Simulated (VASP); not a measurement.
# Bi (C2/m) in VASP: a series of runs

Bi is run at these levels: r2SCAN+D4, r2SCAN+D3(BJ), PBE; tasks: single point.

Program: VASP 6.6.1. These are calculated values, not measurements. Logs are shortened: lines on timing, memory, paths and dates and some standing lists are left out, and cuts for length are marked.

**1. The cell of the first run**

It takes space group C2/m (No. 12, monoclinic). Conventional cell: a = 6.919 Å, b = 6.159 Å, c = 3.355 Å, α = 90.00°, β = 111.57°, γ = 90.00°. Within 4.1 Å of Bi (site symmetry m) lie 9 Bi at 3.12 to 4.01 Å.

**2. Single point, r2SCAN+D4**

POSCAR reads:

```
Bi
1.0
    3.4595561754     -3.0796449533      0.0092467068
    3.4595561754      3.0796449533      0.0092467068
   -1.2414911930      0.0000000000      3.1168076585
Bi
2
Direct
    0.7585874371      0.7585874371      0.8617533224
    0.2414125629      0.2414125629      0.1382466776
```

INCAR.step1 reads:

```
SYSTEM = Bi
ALGO = Normal
EDIFF = 1E-4
ENCUT = 520
GGA = PE
ISMEAR = -1
LASPH = .True.
LCHARG = .False.
LREAL = .False.
LWAVE = .True.
NBANDS = 22
NELM = 100
PREC = Accurate
SIGMA = 0.05
```

INCAR.step2 reads:

```
SYSTEM = Bi
ALGO = Normal
EDIFF = 1E-6
ENCUT = 520
ISIF = 2
ISMEAR = -1
ISTART = 1
IVDW = 13
LASPH = .True.
LCHARG = .False.
LMIXTAU = .True.
LREAL = .False.
LWAVE = .False.
METAGGA = R2SCAN
NBANDS = 22
NELM = 100
PREC = Accurate
SIGMA = 0.05
VDW_A1 = 0.51559235
VDW_A2 = 5.77342911
VDW_S6 = 1.0
VDW_S8 = 0.6018749
```

KPOINTS reads:

```
k-points
0
Gamma
  6 6 9
  0 0 0
```

Potentials or basis: VASP PAW PBE potentials, release 64 (Bi_d).

Run with:

```console
$ cat potpaw_PBE.64/Bi_d/POTCAR > POTCAR
$ cp INCAR.step1 INCAR
$ mpirun -np 1 vasp_std > vasp.out
$ cp INCAR.step2 INCAR
$ mpirun -np 1 vasp_std > vasp.out
```

OUTCAR:

```text
SYSTEM = Bi
   EDIFF = 1E-6
   ENCUT = 520
   ISIF = 2
   ISMEAR = -1
   ISTART = 1
   IVDW = 13
   LASPH = .True.
   LREAL = .False.
   METAGGA = R2SCAN
   NELM = 100
   PREC = Accurate

 ion  position               nearest neighbor table
   1  0.759  0.759  0.862-   2 3.12   2 3.23   2 3.23   2 3.51   2 3.90   2 3.90
   2  0.241  0.241  0.138-   1 3.12   1 3.23   1 3.23   1 3.51   1 3.90   1 3.90

  LATTYP: Found a base centered monoclinic cell.
 ALAT       =     6.9191370654
 B/A-ratio  =     0.8901818028
 C/A-ratio  =     0.4848820019
 COS(beta)  =    -0.3675615598

  Lattice vectors:

 A1 = (   3.4595561754,  -3.0796449533,   0.0092467068)
 A2 = (   3.4595561754,   3.0796449533,   0.0092467068)
 A3 = (  -1.2414911930,   0.0000000000,   3.1168076585)

Analysis of symmetry for initial positions (statically):
=====================================================================
 Subroutine PRICEL returns:
 Original cell was already a primitive cell.

 Routine SETGRP: Setting up the symmetry group for a
 base centered monoclinic supercell.

 Subroutine GETGRP returns: Found  4 space group operations
 (whereof  4 operations were pure point group operations)
 out of a pool of  4 trial point group operations.

The static configuration has the point symmetry C_2h.

Analysis of symmetry for dynamics (positions and initial velocities):
=====================================================================
 Subroutine PRICEL returns:
 Original cell was already a primitive cell.

 Routine SETGRP: Setting up the symmetry group for a
 base centered monoclinic supercell.

 Subroutine GETGRP returns: Found  4 space group operations
 (whereof  4 operations were pure point group operations)
 out of a pool of  4 trial point group operations.

The dynamic configuration has the point symmetry C_2h.

 Subroutine INISYM returns: Found  4 space group operations
 (whereof  4 operations are pure point group operations),
 and found     1 'primitive' translations

----------------------------------------------------------------------------------------

                                     Primitive cell

  volume of cell :      66.4849

  direct lattice vectors                    reciprocal lattice vectors
     3.459556175 -3.079644953  0.009246707     0.144373505 -0.162356378  0.057507057
     3.459556175  3.079644953  0.009246707     0.144373505  0.162356378  0.057507057
    -1.241491193  0.000000000  3.116807658    -0.000856633  0.000000000  0.320499886

  length of vectors
     4.631719710  4.631719710  3.354965031     0.224745109  0.224745109  0.320501030

  position of ions in fractional coordinates (direct lattice)
     0.758587437  0.758587437  0.861753322
     0.241412563  0.241412563  0.138246678

  ion indices of the primitive-cell ions
   primitive index   ion index
                 1           1
                 2           2

----------------------------------------------------------------------------------------

 KPOINTS: k-points

Automatic generation of k-mesh.
 Grid dimensions read from file:
 generate k-points for:    6    6    9

 Generating k-lattice:

  Cartesian coordinates                     Fractional coordinates (reciprocal lattice)
     0.024062251 -0.027059396  0.009584509     0.166666667  0.000000000 -0.000000000
     0.024062251  0.027059396  0.009584509     0.000000000  0.166666667 -0.000000000
    -0.000095181  0.000000000  0.035611098     0.000000000  0.000000000  0.111111111

  Length of vectors
     0.037457518  0.037457518  0.035611226

  Shift w.r.t. Gamma in fractional coordinates (k-lattice)
     0.000000000  0.000000000  0.000000000

 Subroutine IBZKPT returns following result:
 ===========================================

 Found     97 irreducible k-points:

 Following reciprocal coordinates:
            Coordinates               Weight
  0.000000  0.000000  0.000000      1.000000
  0.166667 -0.000000  0.000000      4.000000
  0.333333  0.000000  0.000000      4.000000
  0.500000 -0.000000  0.000000      2.000000
  0.166667  0.166667  0.000000      2.000000
  0.333333  0.166667  0.000000      4.000000
[... 16 lines left out ...]
 -0.333333  0.166667  0.111111      4.000000
 -0.166667  0.166667  0.111111      4.000000
 [... further k-points ...]
   k-points           NKPTS =     97   k-points in BZ     NKDIM =     97   number of bands    NBANDS=     22
   number of dos      NEDOS =    301   number of ions     NIONS =      2
   total plane-waves  NPLWV =  36288
   dimension x,y,z NGX =    36 NGY =   36 NGZ =   28
   dimension x,y,z NGXF=    72 NGYF=   72 NGZF=   56
   ions per type =               2
   NGX,Y,Z   is equivalent  to a cutoff of  12.92, 12.92, 13.87 a.u.
   NGXF,Y,Z  is equivalent  to a cutoff of  25.84, 25.84, 27.75 a.u.
 SYSTEM =  Bi
   PREC   = accura    normal or accurate (medium, high low for compatibility)
   ISTART =      1    job   : 0-new  1-cont  2-samecut
   ICHARG =      0    charge: 1-file 2-atom 10-const
   ISPIN  =      1    spin polarized calculation?
   LNONCOLLINEAR =      F non collinear calculations
   LSORBIT =      F    spin-orbit coupling
   LASPH  =      T    aspherical Exc in radial PAW
   ENCUT  =  520.0 eV  38.22 Ry    6.18 a.u.   8.61  8.61  6.24*2*pi/ulx,y,z
   NELM   =    100;   NELMIN=  2; NELMDL=  0     # of ELM steps
   EDIFF  = 0.1E-05   stopping-criterion for ELM
   LREAL  =      F    real-space projection
   EDIFFG = 0.1E-04   stopping-criterion for IOM
   NSW    =      0    number of steps for IOM
   IBRION =     -1    ionic relax: 0-MD 1-quasi-New 2-CG
   NFREE  =      0    steps in history (QN), initial steepest desc. (CG)
   ISIF   =      2    stress and relaxation
   ISYM   =      2    0-nonsym 1-usesym 2-fastsym
   POTIM  = 0.5000    time-step for ionic-motion
   TEBEG  =    0.0;   TEEND  =   0.0 temperature during run
   PSTRESS=    0.0 pullay stress
   NELECT =      30.0000    total number of electrons
   NUPDOWN=      -1.0000    fix difference up-down
   EMIN   =  10.00;   EMAX   =-10.00  energy-range for DOS
   EFERMI =   0.00;   METHOD = LEGACY
   ISMEAR =    -1;   SIGMA  =   0.05  broadening in eV -4-tet -1-fermi 0-gaus
   EFERMI_NEDOS =   21; number of points for ismear=-14 and -15
   IALGO  =     38    algorithm
   IMIX   =      4    mixing-type and parameters
     AMIX     =   0.40;   BMIX     =  1.00
     AMIX_MAG =   1.60;   BMIX_MAG =  1.00
  volume/ion in A,a.u.               =      33.24       224.33
  Fermi-wavevector in a.u.,A,eV,Ry     =   1.255666  2.372865 21.452273  1.576698
  Thomas-Fermi vector in A             =   2.389412
   LORBIT       =      0    0 simple, 1 ext, 2 COOP (PROOUT), +10 PAW based schemes
   METAGGA = R2SCAN    functional components
   LHFCALC =     F    Hartree Fock is set to
   AEXX    =    0.0000 exact exchange contribution
   IVDW    =    13    specifies the selected vdW correction
   LEPSILON=     F    determine dielectric tensor
   LRPA    =     F    only Hartree local field effects (RPA)
 non-spin polarized calculation
  energy-cutoff  :      520.00
  volume of cell :       66.48
 maximum number of plane-waves:      1812
 NGX is ok and might be reduce to    36
   NGX = 17   NGY = 17   NGZ = 13

 number of electron      30.0000006 magnetization

 Free energy of the ion-electron system (eV)
  ---------------------------------------------------
  ext. energy  EPLUGINS =         0.00000000
  ---------------------------------------------------
  free energy    TOTEN  =      -116.83333656 eV

  energy without entropy =     -116.82507216  energy(sigma->0) =     -116.82920436

 E-fermi :   6.9814     XC(G=0): -10.5909

 val. band max:        6.9785348620   @ k =   0.3333  -0.0000   0.2222
 cond. band min:       6.9980154368   @ k =   0.3333   0.3333   0.3333
 fundamental gap:      0.0194805747
 Fermi energy:         6.9814196564

 k-point     1 :       0.0000    0.0000    0.0000
  band No.  band energies     occupation
      1     -16.7648      2.00000
      2     -16.7047      2.00000
      3     -16.6465      2.00000
      4     -16.6395      2.00000
      5     -16.5374      2.00000
      6     -16.5131      2.00000
[... 14 lines left out ...]
     21      15.7959      0.00000
     22      16.2441      0.00000

 k-point     2 :       0.1667   -0.0000    0.0000
  band No.  band energies     occupation
      1     -16.7473      2.00000
      2     -16.7074      2.00000
      3     -16.6538      2.00000
      4     -16.6254      2.00000
      5     -16.5329      2.00000
      6     -16.5156      2.00000
[... 14 lines left out ...]
     21      15.9316      0.00000
     22      16.7794      0.00000

 k-point     3 :       0.3333    0.0000    0.0000
  band No.  band energies     occupation
      1     -16.7175      2.00000
      2     -16.7011      2.00000
      3     -16.6621      2.00000
      4     -16.5900      2.00000
      5     -16.5423      2.00000
      6     -16.5082      2.00000
[... 14 lines left out ...]
     21      16.6136      0.00000
     22      17.8522      0.00000

 k-point     4 :       0.5000   -0.0000    0.0000
  band No.  band energies     occupation
      1     -16.7182      2.00000
      2     -16.6868      2.00000
      3     -16.6494      2.00000
      4     -16.5622      2.00000
      5     -16.5589      2.00000
      6     -16.5079      2.00000
[... 14 lines left out ...]
     21      16.3866      0.00000
     22      16.6079      0.00000

 k-point     5 :       0.1667    0.1667    0.0000
  band No.  band energies     occupation
      1     -16.7343      2.00000
      2     -16.7071      2.00000
      3     -16.6410      2.00000
      4     -16.6151      2.00000
      5     -16.5357      2.00000
      6     -16.5221      2.00000
[... 417 lines left out ...]
 k-point    22 :       0.5000    0.1667    0.1111
  band No.  band energies     occupation
      1     -16.7000      2.00000
      2     -16.6837      2.00000
      3     -16.6283      2.00000
      4     -16.5603      2.00000
      5     -16.5386      2.00000
      6     -16.5097      2.00000
[... 14 lines left out ...]
     21      17.2515      0.00000
     22      17.3742      0.00000

 k-point    23 :      -0.3333    0.1667    0.1111
  band No.  band energies     occupation
      1     -16.7078      2.00000
      2     -16.6748      2.00000
      3     -16.6705      2.00000
      4     -16.5810      2.00000
      5     -16.5255      2.00000
      6     -16.5117      2.00000
[... 14 lines left out ...]
     21      16.5293      0.00000
     22      17.3230      0.00000

 k-point    24 :      -0.1667    0.1667    0.1111
  band No.  band energies     occupation
      1     -16.7274      2.00000
      2     -16.6872      2.00000
      3     -16.6516      2.00000
      4     -16.6069      2.00000
      5     -16.5274      2.00000
      6     -16.5178      2.00000
[... 14 lines left out ...]
     21      16.7759      0.00000
     22      16.8974      0.00000

 [... further k-points ...]

------------------------ aborting loop because EDIFF is reached ----------------------------------------

  DFT-D4 for vdW energy calculation

  Edisp (eV):   -0.33141

  FORCE on cell =-STRESS in cart. coord.  units (eV):
  Direction    XX          YY          ZZ          XY          YZ          ZX
  --------------------------------------------------------------------------------------
  -------------------------------------------------------------------------------------
  Total      -0.02368    -0.02124    -0.01814     0.00000     0.00000    -0.00021
  in kB      -0.57067    -0.51191    -0.43709     0.00000     0.00000    -0.00511
  external pressure =       -0.51 kB  Pullay stress =        0.00 kB

 VOLUME and BASIS-vectors are now :
 -----------------------------------------------------------------------------
  energy-cutoff  :      520.00
  volume of cell :       66.48
      direct lattice vectors                 reciprocal lattice vectors
     3.459556175 -3.079644953  0.009246707     0.144373505 -0.162356378  0.057507057
     3.459556175  3.079644953  0.009246707     0.144373505  0.162356378  0.057507057
    -1.241491193  0.000000000  3.116807658    -0.000856633  0.000000000  0.320499886

 POSITION                                       TOTAL-FORCE (eV/Angst)
 -----------------------------------------------------------------------------------
      4.17889      0.00000      2.69995        -0.005243      0.000000     -0.001569
      1.49873      0.00000      0.43535         0.005243      0.000000      0.001569
 -----------------------------------------------------------------------------------
    total drift:                                0.000000      0.000000      0.000000

  FREE ENERGIE OF THE ION-ELECTRON SYSTEM (eV)
  ---------------------------------------------------
  free  energy   TOTEN  =      -117.1647463787 eV

  energy  without entropy=     -117.1564819797  energy(sigma->0) =     -117.16061418
```

Wall time 3 min (1 thread of Intel Xeon Platinum 8559C (Emerald Rapids), shared host); peak memory 0.26 GiB.

Results:

```
Free energy                : -117.1647 eV
Pressure                   : -0.1 GPa
Largest force              : 0.005 eV/Å
Band gap on the k mesh     : zero (bands 15 and 16 overlap by 5.22 eV)
Dispersion energy per atom : -0.166 eV
```

Forces on the atoms (eV/Å):
```
Bi  -0.005  0.000 -0.002
Bi   0.005  0.000  0.002
```

Caveat: the PAW data sets were made with another functional, which shifts forces and pressure a little; spin-orbit coupling is left out, which moves the levels of the heavy elements.

**3. Single point, r2SCAN+D3(BJ)**

This run uses another cell than the first one, of 34.03 Å³/atom.

POSCAR reads:

```
Bi
1.0
    3.4885980000     -3.1325780000      0.0000000000
    3.4885980000      3.1325780000      0.0000000000
   -1.2602350000      0.0000000000      3.1135500000
Bi
2
Direct
    0.7530610000      0.7530610000      0.8573820000
    0.2469390000      0.2469390000      0.1426180000
```

INCAR.step1 reads:

```
PREC = Accurate
ENCUT = 520
ISMEAR = -1
SIGMA = 0.05
LREAL = False
LASPH = True
NELM = 80
NBANDS = 22
GGA = PE
ALGO = Normal
EDIFF = 1E-4
LWAVE = True
LCHARG = False
```

INCAR.step2 reads:

```
PREC = Accurate
ENCUT = 520
EDIFF = 1E-6
ISMEAR = -1
SIGMA = 0.05
LREAL = False
LASPH = True
NELM = 80
ALGO = Normal
ISIF = 2
LWAVE = False
LCHARG = False
METAGGA = R2SCAN
LMIXTAU = True
IVDW = 12
VDW_S6 = 1.0
VDW_S8 = 0.78981345
VDW_A1 = 0.49484001
VDW_A2 = 5.73083694
NBANDS = 22
ISTART = 1
```

KPOINTS reads:

```
regular mesh
0
Gamma
  6 6 9
```

Potentials or basis: VASP PAW PBE potentials, release 64 (Bi_d).

Run with:

```console
$ cat potpaw_PBE.64/Bi_d/POTCAR > POTCAR
$ cp INCAR.step1 INCAR
$ mpirun -np 1 vasp_std > vasp.out
$ cp INCAR.step2 INCAR
$ mpirun -np 1 vasp_std > vasp.out
```

Run time: 3.1 min. Hardware: 1 thread of Intel Xeon Platinum 8559C (Emerald Rapids), shared host; peak memory 0.27 GiB.

Results (log left out):

| Item | Value |
| --- | --- |
| Free energy | -117.2627 eV |
| Pressure | -1.9 GPa |
| Largest force | 0.144 eV/Å |
| Band gap on the k mesh | zero (bands 15 and 16 overlap by 5.12 eV) |
| Dispersion energy per atom | -0.219 eV |

Forces in eV/Å, atoms in the order of the input:
```
Bi   0.120  0.000  0.080
Bi  -0.120  0.000 -0.080
```

Stress tensor (GPa, compression positive):
```
-1.91  0.00 -0.25
 0.00 -2.51  0.00
-0.25  0.00 -1.32
```

Levels at points of the mesh, in eV from the Fermi level:
```csv
k point,band 13,band 14,band 15,band 16,band 17,band 18
"(0.00, 0.00, 0.00)",-3.28,-2.99,3.15,3.19,3.91,4.31
"(0.50, 0.00, 0.00)",-1.21,-0.90,-0.74,-0.73,3.59,4.79
"(0.50, 0.50, 0.00)",-5.15,-5.13,3.31,4.10,5.42,5.80
```

Caveat: three body term missing; the PAW data sets were made with another functional, which shifts forces and pressure a little; spin-orbit coupling is left out, which moves the levels of the heavy elements.

**4. Single point, PBE**

This run uses another cell than the first one, of 34.03 Å³/atom.

INCAR reads:

```
PREC     = Accurate       # precision mode
ENCUT    = 520            # plane-wave cutoff, eV
EDIFF    = 1E-6           # SCF threshold, eV
ISMEAR   = -1             # smearing method
SIGMA    = 0.05           # smearing width, eV
LREAL    = F              # projectors in reciprocal space
LASPH    = T              # aspherical terms in the spheres
NELM     = 60             # most SCF steps
ALGO     = Fast           # electronic algorithm
ISIF     = 2              # what is computed and relaxed
LWAVE    = F              # write WAVECAR
LCHARG   = T              # write CHGCAR
GGA      = PE             # functional
LELF     = T              # ELF
LVHAR    = T            
NBANDS   = 22             # bands
```

KPOINTS reads:

```
Automatic mesh
0
Gamma
  6 6 9
```

POSCAR reads:

```
Bi
1.0
    3.5605354240     -3.1971740331      0.0000000000
    3.5605354240      3.1971740331      0.0000000000
   -1.2862219608      0.0000000000      2.9890080000
Bi
2
Direct
    0.7530610000      0.7530610000      0.8573820000
    0.2469390000      0.2469390000      0.1426180000
```

Run with:

```console
$ cat potpaw_PBE.64/Bi_d/POTCAR > POTCAR
$ mpirun -np 1 vasp_std > vasp.out
```

It took 71 s on 1 thread of Intel Xeon Platinum 8259CL at 2.50GHz (Skylake/Cascade Lake), shared host; peak memory 0.24 GiB.

Results (log left out):

* Free energy: -7.6438 eV
* Pressure: 0.3 GPa
* Largest force: 0.034 eV/Å
* Band gap on the k mesh: zero (bands 15 and 16 overlap by 5.70 eV)

Forces on the atoms (eV/Å):
```
Bi   0.024  0.000  0.024
Bi  -0.024  0.000 -0.024
```

Stress tensor (GPa, compression positive):
```
-0.43  0.00 -1.44
 0.00 -1.75  0.00
-1.44  0.00  2.98
```

Levels at points of the mesh, in eV from the Fermi level:
```csv
k point,band 11,band 12,band 13,band 14,band 15,band 16,band 17,band 18,band 19,band 20
"(0.00, 0.00, 0.00)",-13.12,-9.49,-3.15,-2.95,2.65,2.82,3.29,4.86,4.96,6.49
"(0.50, 0.00, 0.00)",-11.75,-11.59,-1.26,-1.19,-0.97,-0.88,4.25,4.96,8.09,8.23
"(0.50, 0.50, 0.00)",-11.37,-11.21,-4.93,-4.91,3.83,4.56,4.75,5.00,9.50,9.88
```

Caveat: spin-orbit coupling is left out, which moves the levels of the heavy elements.

**5. Overview**

| level | cell | gap on the mesh (eV) | pressure (GPa) | largest force (eV/Å) |
| --- | --- | --- | --- | --- |
| r2SCAN+D4 | a = 4.632, b = 4.632, c = 3.355 Å, angles 105.9, 105.9, 83.3°, 2 atoms, atomic positions A | none | -0.1 | 0.01 |
| r2SCAN+D3(BJ) | a = 4.689, b = 4.689, c = 3.359 Å, angles 106.2, 106.2, 83.8°, 2 atoms, atomic positions B | none | -1.9 | 0.14 |
| PBE | a = 4.785, b = 4.785, c = 3.254 Å, angles 107.1, 107.1, 83.8°, 2 atoms, atomic positions B | none | 0.3 | 0.03 |

Alike in all rows: task single point; potentials or basis VASP PAW PBE potentials, release 64 (Bi_d); no spin polarisation; k mesh 6 × 6 × 9; cutoff (eV) 520; smearing fermi-dirac 0.05 eV.

Caveats: spin-orbit coupling is left out, which moves the levels of the heavy elements; the PAW data sets were made with another functional, which shifts forces and pressure a little (at least some runs); three body term missing (at least some runs).

Total energies depend on the potentials used, so only differences within one code and one set of settings carry meaning.
